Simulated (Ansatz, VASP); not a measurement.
One calculation of SiC, two programs

The input INCAR:

```
PREC = Accurate
ENCUT = 520
EDIFF = 1E-6
ISMEAR = 0
SIGMA = 0.05
LREAL = F
LASPH = T
NELM = 80
ALGO = Normal
ISIF = 2
LWAVE = F
LCHARG = F
GGA = PS
NBANDS = 11
```

File KPOINTS:

```
Automatic mesh
0
Gamma
  12 12 12
```

The input POSCAR:

```
SiC
1.0
    0.0000000000      2.2077028361      2.2077028361
    2.2077028361      0.0000000000      2.2077028361
    2.1498610218      2.1498610218      0.0578418143
Si C
1 1
Direct
    0.0000000000      0.0000000000      0.0000000000
    0.7500000000      0.7500000000      0.7500000000
```

Input for Ansatz:

```yaml
crystal:
  lattice:
    - [0.0, 2.2077028361, 2.2077028361]
    - [2.2077028361, 0.0, 2.2077028361]
    - [2.1498610218, 2.1498610218, 0.0578418143]
  atoms:
    - { symbol: Si, position: [0.0, 0.0, 0.0] }
    - { symbol: C, position: [0.75, 0.75, 0.75] }
basis:
  ecutwfc: 520.0
kpoints:
  mp_grid: { grid: [12, 12, 12] }
hamiltonian:
  xc: pbesol
  pseudopotentials: { kind: paw, azcp: { folder: soft_1 } }
scf:
  occupations: { method: gaussian, width: 0.05 }
output:
  forces: true
  stress: true
  eigenvalues: true
```

Alike in both runs: task single point; functional PBEsol; k mesh 12 × 12 × 12; occupations gaussian, width 0.05 eV; no spin polarisation.

|  | VASP | Ansatz |
| --- | --- | --- |
| version | VASP 6.6.1 | Ansatz 0.2.0 |
| potentials or method | VASP PAW PBE potentials, release 64 (Si, C), cutoff 520 eV | scalar-relativistic, plane waves, PAW |
| valence electrons in the cell | 8 | 8 |

VASP gave:

```
gap on the k mesh at the Fermi level (eV)                     : 1.07
least direct gap on the mesh (eV)                             : 4.19
pressure (GPa)                                                : 0.9
traceless stress, the component that is largest in VASP (GPa) : 7.57
rms of the force components (eV/Å)                            : 0.280
```

**Question.** Estimate Ansatz's values.

**Answer.** gap on the k mesh at the Fermi level (eV): 1.08; least direct gap on the mesh (eV): 4.21; pressure (GPa): 0.5; traceless stress, the component that is largest in VASP (GPa): 7.51; rms of the force components (eV/Å): 0.277.

VASP's potentials were made for PBE, not for PBEsol, and Ansatz warns of the same on its side. Atom by atom the forces differ by 0.003 eV/Å (rms over components).
